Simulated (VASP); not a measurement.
**Ca7Y: single point with PBE**

Crystal: Ca7Y.

```xyz
8
Lattice="7.0400 0.0000 0.0000 0.0000 7.0400 0.0000 0.0000 0.0000 7.0400" Properties=species:S:1:pos:R:3 pbc="T T T"
Ca    3.5200    3.5200    0.0000
Ca    0.0000    3.5200    3.5200
Ca    3.5200    0.0000    3.5200
Ca    3.5200    3.5200    3.5200
Ca    3.5200    0.0000    0.0000
Ca    0.0000    3.5200    0.0000
Ca    0.0000    0.0000    3.5200
Y     0.0000    0.0000    0.0000
```

The cell was generated, and may not be a known phase.

```
Program             : VASP 6.6.1
Task                : single point
Functional          : PBE
Potentials or basis : VASP PAW PBE potentials, release 64 (Ca_sv, Y_sv)
Cutoff              : 520 eV
k mesh              : 4 × 4 × 4
Occupations         : gaussian, width 0.1 eV
Spin                : no spin polarisation
```

* Pressure: -0.5 GPa
* Band gap on the k mesh: zero (an odd number of electrons rules out a gap without spin polarisation)

Levels at points of the mesh, in eV from the Fermi level:
| k point | band 36 | band 37 | band 38 | band 39 | band 40 | band 41 | band 42 | band 43 | band 44 | band 45 |
| --- | --- | --- | --- | --- | --- | --- | --- | --- | --- | --- |
| (0.00, 0.00, 0.00) | -1.28 | -0.54 | -0.54 | -0.54 | -0.48 | -0.48 | -0.48 | 0.36 | 0.36 | 0.52 |
| (0.50, 0.00, 0.00) | -0.57 | -0.57 | -0.42 | -0.39 | -0.39 | -0.31 | -0.30 | -0.24 | 0.08 | 0.43 |
| (0.50, 0.50, 0.00) | -2.17 | -0.37 | -0.37 | -0.15 | -0.10 | 0.11 | 0.33 | 0.51 | 0.51 | 0.67 |
| (0.50, 0.50, 0.50) | -1.56 | -1.53 | -1.44 | -1.44 | -1.44 | 0.75 | 0.75 | 1.15 | 1.15 | 1.47 |

It took 26 min on 1 thread of Intel Xeon 8259CL (shared host), peak memory 0.5 GiB.
